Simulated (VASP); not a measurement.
Set up this calculation in VASP 6.6.1, as the native input.

| Item | Value |
| --- | --- |
| Task | single point |
| Functional | LDA |
| Potentials or basis | VASP PAW LDA potentials, release 64 (C) |
| Cutoff | 600 eV |
| k mesh | 5 × 5 × 5 |
| Occupations | methfessel-paxton, width 0.05 eV |
| Spin | no spin polarisation |
| Dipole correction | no |
| Further INCAR settings | ALGO = Normal; EDIFF = 1e-06; NBANDS = 8 |

The structure of C lies in POSCAR:

```
C
1.0
    3.2939900000      1.9017900000      2.0235200000
   -3.2939900000      1.9017900000      2.0235200000
    0.0000000000     -3.8035700000      2.0235200000
C
1
Direct
    0.7977000000      0.7977000000      0.7977000000
```

These files were run (other wordings do the same):

INCAR

```
  PREC = Accurate
  ENCUT = 600
  EDIFF = 1E-6
  ISMEAR = 1
  SIGMA = 0.05
  LREAL = F
  LASPH = T
  NELM = 120
  ALGO = Normal
  ISIF = 2
  LWAVE = F
  LCHARG = F
  NBANDS = 8
  GGA_COMPAT = F
```

KPOINTS

```
Automatic mesh
0
Gamma
  5 5 5
```

Potentials or basis: VASP PAW LDA potentials, release 64 (C).

Launch:

```bash
$ cat potpaw_LDA.64/C/POTCAR > POTCAR
$ mpirun -np 1 vasp_std > vasp.out
```

It gave:

| Item | Value |
| --- | --- |
| Pressure | -2.1 GPa |
| Band gap on the k mesh | zero (bands 2 and 3 overlap by 0.33 eV) |

Run time: 15 s on 1 thread of Intel Xeon 8259CL, on a shared host, peak memory 0.16 GiB.
